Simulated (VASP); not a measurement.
# SiMo3 (Pm-3n) in VASP: a series of runs, part 2 of 2

VASP 6.6.1. Earlier steps stand in the parts before.

### 4 Relaxation of cell and atoms, r2SCAN

Contents of POSCAR:

```
SiMo3
1.0
    4.8890000000      0.0000000000      0.0000000000
    0.0000000000      4.8890000000      0.0000000000
    0.0000000000      0.0000000000      4.8890000000
Si Mo
2 6
Direct
    0.0000000000      0.0000000000      0.0000000000
    0.5000000000      0.5000000000      0.5000000000
    0.2500000000      0.0000000000      0.5000000000
    0.5000000000      0.7500000000      0.0000000000
    0.7500000000      0.0000000000      0.5000000000
    0.5000000000      0.2500000000      0.0000000000
    0.0000000000      0.5000000000      0.7500000000
    0.0000000000      0.5000000000      0.2500000000
```

Contents of INCAR.step1:

```
  PREC = Accurate
  ENCUT = 600
  ISMEAR = -1
  SIGMA = 0.1
  LREAL = F
  LASPH = T
  NELM = 100
  GGA = PE
  ALGO = Normal
  EDIFF = 1E-4
  LWAVE = T
  LCHARG = F
```

Contents of INCAR.step2:

```
  PREC = Accurate
  ENCUT = 600
  EDIFF = 1E-7
  ISMEAR = -1
  SIGMA = 0.1
  LREAL = F
  LASPH = T
  NELM = 100
  ALGO = Normal
  ISIF = 3
  LWAVE = F
  LCHARG = F
  METAGGA = R2SCAN
  LMIXTAU = T
  IBRION = 2
  NSW = 80
  EDIFFG = -0.01
  ISTART = 1
```

Contents of KPOINTS:

```
Automatic mesh
0
Gamma
  7 7 7
```

Potentials or basis: VASP PAW PBE potentials, release 64 (Si, Mo_sv).

The run is started by

```console
$ cat potpaw_PBE.64/Si/POTCAR potpaw_PBE.64/Mo_sv/POTCAR > POTCAR
$ cp INCAR.step1 INCAR
$ mpirun -np 1 vasp_std > vasp.out
$ cp INCAR.step2 INCAR
$ mpirun -np 1 vasp_std > vasp.out
```

OUTCAR:

```text
PREC = Accurate
   ENCUT = 600
   EDIFF = 1E-7
   ISMEAR = -1
   LREAL = F
   LASPH = T
   NELM = 100
   ISIF = 3
   METAGGA = R2SCAN
   IBRION = 2
   NSW = 80
   EDIFFG = -0.01
   ISTART = 1

 ion  position               nearest neighbor table
   1  0.000  0.000  0.000-   3 2.73   4 2.73   5 2.73   6 2.73   7 2.73   8 2.73   3 2.73   5 2.73
                             7 2.73   8 2.73   4 2.73   6 2.73
   2  0.500  0.500  0.500-   3 2.73   4 2.73   5 2.73   6 2.73   7 2.73   8 2.73   4 2.73   6 2.73
                             3 2.73   5 2.73   7 2.73   8 2.73
   3  0.250  0.000  0.500-   5 2.44   5 2.44   1 2.73   1 2.73   2 2.73   2 2.73   8 2.99   4 2.99
                             4 2.99   6 2.99   6 2.99   7 2.99   8 2.99   7 2.99
   4  0.500  0.750  0.000-   6 2.44   6 2.44   1 2.73   2 2.73   2 2.73   1 2.73   8 2.99   5 2.99
                             3 2.99   5 2.99   3 2.99   7 2.99   7 2.99   8 2.99
   5  0.750  0.000  0.500-   3 2.44   3 2.44   1 2.73   1 2.73   2 2.73   2 2.73   8 2.99   4 2.99
                             4 2.99   6 2.99   6 2.99   7 2.99   8 2.99   7 2.99
   6  0.500  0.250  0.000-   4 2.44   4 2.44   1 2.73   2 2.73   2 2.73   1 2.73   8 2.99   3 2.99
                             3 2.99   5 2.99   5 2.99   7 2.99   7 2.99   8 2.99
   7  0.000  0.500  0.750-   8 2.44   8 2.44   1 2.73   2 2.73   1 2.73   2 2.73   3 2.99   4 2.99
                             5 2.99   3 2.99   5 2.99   6 2.99   4 2.99   6 2.99
   8  0.000  0.500  0.250-   7 2.44   7 2.44   1 2.73   2 2.73   1 2.73   2 2.73   3 2.99   4 2.99
                             5 2.99   3 2.99   5 2.99   6 2.99   4 2.99   6 2.99

  LATTYP: Found a simple cubic cell.
 ALAT       =     4.8890000000

  Lattice vectors:

 A1 = (   4.8890000000,   0.0000000000,   0.0000000000)
 A2 = (   0.0000000000,   4.8890000000,   0.0000000000)
 A3 = (   0.0000000000,   0.0000000000,   4.8890000000)

Analysis of symmetry for initial positions (statically):
=====================================================================
 Subroutine PRICEL returns:
 Original cell was already a primitive cell.

 Routine SETGRP: Setting up the symmetry group for a
 simple cubic supercell.

 Subroutine GETGRP returns: Found 48 space group operations
 (whereof 24 operations were pure point group operations)
 out of a pool of 48 trial point group operations.

The static configuration has the point symmetry T_h .
 The point group associated with its full space group is O_h .

Analysis of symmetry for dynamics (positions and initial velocities):
=====================================================================
 Subroutine PRICEL returns:
 Original cell was already a primitive cell.

 Routine SETGRP: Setting up the symmetry group for a
 simple cubic supercell.

 Subroutine GETGRP returns: Found 48 space group operations
 (whereof 24 operations were pure point group operations)
 out of a pool of 48 trial point group operations.

The dynamic configuration has the point symmetry T_h .
 The point group associated with its full space group is O_h .

 Subroutine INISYM returns: Found 48 space group operations
 (whereof 24 operations are pure point group operations),
 and found     1 'primitive' translations

----------------------------------------------------------------------------------------

                                     Primitive cell

[... 78 lines left out ...]
  0.428571  0.428571  0.428571      8.000000
   k-points           NKPTS =     20   k-points in BZ     NKDIM =     20   number of bands    NBANDS=     55
   number of dos      NEDOS =    301   number of ions     NIONS =      8
   total plane-waves  NPLWV =  64000
   dimension x,y,z NGX =    40 NGY =   40 NGZ =   40
   dimension x,y,z NGXF=    80 NGYF=   80 NGZF=   80
   ions per type =               2   6
   NGX,Y,Z   is equivalent  to a cutoff of  13.60, 13.60, 13.60 a.u.
   NGXF,Y,Z  is equivalent  to a cutoff of  27.20, 27.20, 27.20 a.u.
 SYSTEM =  unknown system
   PREC   = accura    normal or accurate (medium, high low for compatibility)
   ISTART =      1    job   : 0-new  1-cont  2-samecut
   ICHARG =      0    charge: 1-file 2-atom 10-const
   ISPIN  =      1    spin polarized calculation?
   LNONCOLLINEAR =      F non collinear calculations
   LSORBIT =      F    spin-orbit coupling
   LASPH  =      T    aspherical Exc in radial PAW
   ENCUT  =  600.0 eV  44.10 Ry    6.64 a.u.   9.76  9.76  9.76*2*pi/ulx,y,z
   NELM   =    100;   NELMIN=  2; NELMDL=  0     # of ELM steps
   EDIFF  = 0.1E-06   stopping-criterion for ELM
   LREAL  =      F    real-space projection
   EDIFFG = -.1E-01   stopping-criterion for IOM
   NSW    =     80    number of steps for IOM
   IBRION =      2    ionic relax: 0-MD 1-quasi-New 2-CG
   NFREE  =      1    steps in history (QN), initial steepest desc. (CG)
   ISIF   =      3    stress and relaxation
   ISYM   =      2    0-nonsym 1-usesym 2-fastsym
   POTIM  = 0.5000    time-step for ionic-motion
   TEBEG  =    0.0;   TEEND  =   0.0 temperature during run
   PSTRESS=    0.0 pullay stress
   NELECT =      92.0000    total number of electrons
   NUPDOWN=      -1.0000    fix difference up-down
   EMIN   =  10.00;   EMAX   =-10.00  energy-range for DOS
   EFERMI =   0.00;   METHOD = LEGACY
   ISMEAR =    -1;   SIGMA  =   0.10  broadening in eV -4-tet -1-fermi 0-gaus
   EFERMI_NEDOS =   21; number of points for ismear=-14 and -15
   IALGO  =     38    algorithm
   IMIX   =      4    mixing-type and parameters
     AMIX     =   0.40;   BMIX     =  1.00
     AMIX_MAG =   1.60;   BMIX_MAG =  1.00
  volume/ion in A,a.u.               =      14.61        98.57
  Fermi-wavevector in a.u.,A,eV,Ry     =   1.511648  2.856601 31.090405  2.285080
  Thomas-Fermi vector in A             =   2.621677
   LORBIT       =      0    0 simple, 1 ext, 2 COOP (PROOUT), +10 PAW based schemes
   METAGGA = R2SCAN    functional components
   LHFCALC =     F    Hartree Fock is set to
   AEXX    =    0.0000 exact exchange contribution
   IVDW    =     0    specifies the selected vdW correction
   LEPSILON=     F    determine dielectric tensor
   LRPA    =     F    only Hartree local field effects (RPA)
 conjugate gradient relaxation of ions
 non-spin polarized calculation
  energy-cutoff  :      600.00
  volume of cell :      116.86
 maximum number of plane-waves:      3916
 NGX is ok and might be reduce to    40
   NGX = 19   NGY = 19   NGZ = 19

 number of electron      91.9999979 magnetization

 Free energy of the ion-electron system (eV)
  ---------------------------------------------------
  ext. energy  EPLUGINS =         0.00000000
  ---------------------------------------------------
  free energy    TOTEN  =      -176.66523196 eV

  energy without entropy =     -176.55163228  energy(sigma->0) =     -176.60843212

 E-fermi :  12.7731     XC(G=0): -14.2639

 val. band max:       12.7655088364   @ k =   0.4286   0.2857   0.1429
 cond. band min:      12.7983347661   @ k =   0.4286   0.1429   0.1429
 fundamental gap:      0.0328259297
 Fermi energy:        12.7730571762

 k-point     1 :       0.0000    0.0000    0.0000
  band No.  band energies     occupation
      1     -50.4959      2.00000
      2     -50.3667      2.00000
      3     -50.3667      2.00000
      4     -50.0062      2.00000
      5     -50.0062      2.00000
      6     -50.0062      2.00000
[... 1149 lines left out ...]
     54      14.5133      0.00000
     55      14.5174      0.00000

------------------------ aborting loop because EDIFF is reached ----------------------------------------

  FORCE on cell =-STRESS in cart. coord.  units (eV):
  Direction    XX          YY          ZZ          XY          YZ          ZX
  --------------------------------------------------------------------------------------
  -------------------------------------------------------------------------------------
  Total        0.0690392      0.0690392      0.0690392      0.0000000     -0.0000000     -0.0000000
  in kB        0.9465558      0.9465558      0.9465558      0.0000000     -0.0000000     -0.0000000
  external PRESSURE =       0.9465558 kB  Pullay stress =       0.0000000 kB

 VOLUME and BASIS-vectors are now :
 -----------------------------------------------------------------------------
  energy-cutoff  :      600.00
  volume of cell :      116.86
      direct lattice vectors                 reciprocal lattice vectors
     4.889000000  0.000000000  0.000000000     0.204540806  0.000000000  0.000000000
     0.000000000  4.889000000  0.000000000     0.000000000  0.204540806  0.000000000
     0.000000000  0.000000000  4.889000000     0.000000000  0.000000000  0.204540806

 POSITION                                       TOTAL-FORCE (eV/Angst)
 -----------------------------------------------------------------------------------
      0.00000      0.00000      0.00000         0.000000      0.000000      0.000000
      2.44450      2.44450      2.44450         0.000000      0.000000      0.000000
      1.22225      0.00000      2.44450        -0.000000      0.000000      0.000000
      2.44450      3.66675      0.00000        -0.000000      0.000000      0.000000
      3.66675      0.00000      2.44450         0.000000     -0.000000     -0.000000
      2.44450      1.22225      0.00000        -0.000000     -0.000000     -0.000000
      0.00000      2.44450      3.66675         0.000000     -0.000000      0.000000
      0.00000      2.44450      1.22225        -0.000000      0.000000      0.000000
 -----------------------------------------------------------------------------------
    total drift:                                0.000000     -0.000000      0.000000

  FREE ENERGIE OF THE ION-ELECTRON SYSTEM (eV)
  ---------------------------------------------------
  free  energy   TOTEN  =      -176.6652319590 eV

  energy  without entropy=     -176.5516322809  energy(sigma->0) =     -176.60843212

 reached required accuracy - stopping structural energy minimisation
```

Wall time 15 min (1 thread of Oxide Virtual Turin-like, shared host); peak memory 0.29 GiB.

Results:

| Quantity | Value |
| --- | --- |
| Free energy | -176.6652 eV |
| Pressure after relaxing | 0.1 GPa |
| Band gap on the k mesh | zero (bands 46 and 47 overlap by 2.15 eV) |

Final structure:
```
Si Mo
1.0
     4.88900    0.00000    0.00000
     0.00000    4.88900    0.00000
     0.00000    0.00000    4.88900
Si Mo
2 6
Direct
  0.00000 0.00000 0.00000
  0.50000 0.50000 0.50000
  0.25000 0.00000 0.50000
  0.50000 0.75000 0.00000
  0.75000 0.00000 0.50000
  0.50000 0.25000 0.00000
  0.00000 0.50000 0.75000
  0.00000 0.50000 0.25000
```

Levels at points of the mesh, in eV from the Fermi level:
```
           k point  band 42  band 43  band 44  band 45  band 46  band 47  band 48  band 49
(0.00, 0.00, 0.00)    -2.31    -1.68    -1.68     1.34     1.34     1.34     2.34     2.49
```

Caveat: the relaxation stopped at its first step, so nothing moved; the PAW data sets were made with another functional, which shifts forces and pressure a little.

### 5 Overview

| level | gap on the mesh (eV) | pressure (GPa) | relaxed volume (Å³/atom) |
| --- | --- | --- | --- |
| PBE | none | 0.0 | 14.78 |
| PBEsol | none | -0.1 | 14.39 |
| r2SCAN | none | 0.1 | - |

Alike in all rows: task relaxation of cell and atoms; potentials or basis VASP PAW PBE potentials, release 64 (Si, Mo_sv); no spin polarisation; cell relaxed; k mesh 7 × 7 × 7; cutoff (eV) 600; smearing fermi-dirac 0.1 eV.

Caveats: the PAW data sets were made with another functional, which shifts forces and pressure a little (at least some runs); the relaxation stopped at its first step, so nothing moved (at least some runs).

Total energies depend on the potentials used, so only differences within one code and one set of settings carry meaning.
